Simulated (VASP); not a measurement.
Input of a VASP 6.6.1 run:

The input INCAR:

```
SYSTEM = Te
ALGO     = Normal         ! electronic algorithm
EDIFF    = 1E-6           ! SCF threshold, eV
ENCUT    = 520            ! plane-wave cutoff, eV
GGA      = PE             ! functional
ISIF     = 2              ! what is computed and relaxed
ISMEAR   = 0              ! smearing method
LASPH    = .True.         ! aspherical terms in the spheres
LCHARG   = .False.        ! write CHGCAR
LREAL    = .False.        ! projectors in reciprocal space
LWAVE    = .False.        ! write WAVECAR
NBANDS   = 9              ! bands
NELM     = 60             ! most SCF steps
PREC     = Accurate       ! precision mode
SIGMA    = 0.15           ! smearing width, eV
```

KPOINTS

```
k-points
0
Gamma
  15 15 15
  0 0 0
```

The input POSCAR:

```
Te
1.0
    2.2522773621      1.3003529413      1.7123314025
   -2.2522773621      1.3003529413      1.7123314025
    0.0000000000     -2.6007058826      1.7123314025
Te
1
Direct
    0.5000000000      0.5000000000      0.5000000000
```

Potentials or basis: VASP PAW PBE potentials, release 64 (Te).

The run is started by

```console
$ cat potpaw_PBE.64/Te/POTCAR > POTCAR
$ mpirun -np 1 vasp_std > vasp.out
```

**Question.** Estimate the pressure.

**Answer.** 4.9 GPa.

**Question.** Estimate the band gap on the k mesh.

**Answer.** Zero (band 3 reaches 10.25 eV, above the bottom of band 4 at 4.77 eV).

Stress tensor (GPa, compression positive):
```
4.98 0.00 0.00
0.00 4.98 0.00
0.00 0.00 4.74
```

Caveat: spin-orbit coupling is left out, which moves the levels of the heavy elements.
